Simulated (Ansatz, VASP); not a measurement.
## BaS: VASP beside Ansatz

```xyz
2
Lattice="0.0000 3.2209 3.2209 3.2209 0.0000 3.2209 3.2209 3.2209 0.0000" Properties=species:S:1:pos:R:3 pbc="T T T"
Ba    0.0000    0.0000    0.0000
S     3.2209    3.2209    3.2209
```

Alike in both runs: functional PBE; k mesh 8 × 8 × 8; occupations fermi-dirac, width 0.02 eV; no spin polarisation.

Ansatz relaxed the structure, and its values are those at the end. VASP's run is a single point on that final structure, the one shown.

```csv
,VASP,Ansatz
version,VASP 6.6.1,Ansatz 0.2.0
potentials or method,"VASP PAW PBE potentials, release 64 (Ba_sv, S), cutoff 520 eV","all-electron LAPW, non-relativistic"
```

Ansatz gave:

| Item | Value |
| --- | --- |
| gap on the k mesh at the Fermi level (eV) | 2.09 |
| pressure (GPa) | 0.0 |

**Question.** Estimate VASP's values.

**Answer.** gap on the k mesh at the Fermi level (eV): 2.15; pressure (GPa): 0.3.

Ansatz ran all-electron here, and VASP with PAW potentials.

Neither program's run includes spin-orbit coupling.
